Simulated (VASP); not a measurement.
Wanted: the native input for a VASP 6.6.1 run.

* Task: single point
* Functional: PBE
* Potentials or basis: VASP PAW PBE potentials, release 64 (W_sv)
* Cutoff: 520 eV
* k mesh: 17 × 17 × 17
* Occupations: fermi-dirac, width 0.03 eV
* Spin: collinear spin, ferromagnetic start
* Starting moments: [0.9] μB
* Fixed moment: 0.9 μB
* Dipole correction: no
* Further INCAR settings: ALGO = Normal; EDIFF = 1e-06; NBANDS = 17

The structure of W lies in POSCAR:

```
W
1.0
   -1.5823450000      1.5823450000      1.5823450000
    1.5823450000     -1.5823450000      1.5823450000
    1.5823450000      1.5823450000     -1.5823450000
W
1
Direct
    0.0000000000      0.0000000000      0.0000000000
```

These files were run (other wordings do the same):

INCAR

```
ALGO     = Normal         # electronic algorithm
EDIFF    = 1E-6           # SCF threshold, eV
ENCUT    = 520            # plane-wave cutoff, eV
GGA      = PE             # functional
ISIF     = 2              # what is computed and relaxed
ISMEAR   = -1             # smearing method
ISPIN    = 2              # spin polarisation
LASPH    = T              # aspherical terms in the spheres
LCHARG   = F              # write CHGCAR
LMAXMIX  = 4              # l up to which the mixer works
LORBIT   = 11             # projections on sites
LREAL    = F              # projectors in reciprocal space
LWAVE    = F              # write WAVECAR
MAGMOM   = 0.9            # initial moments
NBANDS   = 17             # bands
NELM     = 150            # most SCF steps
NUPDOWN  = 0.9            # fixed moment
PREC     = Accurate       # precision mode
SIGMA    = 0.03           # smearing width, eV
```

KPOINTS

```
k-points
0
Gamma
  17 17 17
```

Potentials or basis: VASP PAW PBE potentials, release 64 (W_sv).

The run is started by

```sh
$ cat potpaw_PBE.64/W_sv/POTCAR > POTCAR
$ mpirun -np 1 vasp_std > vasp.out
```

Results of the run:

```
Pressure                                              : 12.0 GPa
Net moment                                            : 0.90 μB per cell
Site moments                                          : W +0.70 μB
Valence electrons inside the program's atomic spheres : W 12.12
```

Caveat: the total moment is fixed, so each spin has its own Fermi level.

Run time: 100 s on 1 thread of Intel Xeon 8259CL, with other jobs on the host, peak memory 0.18 GiB.
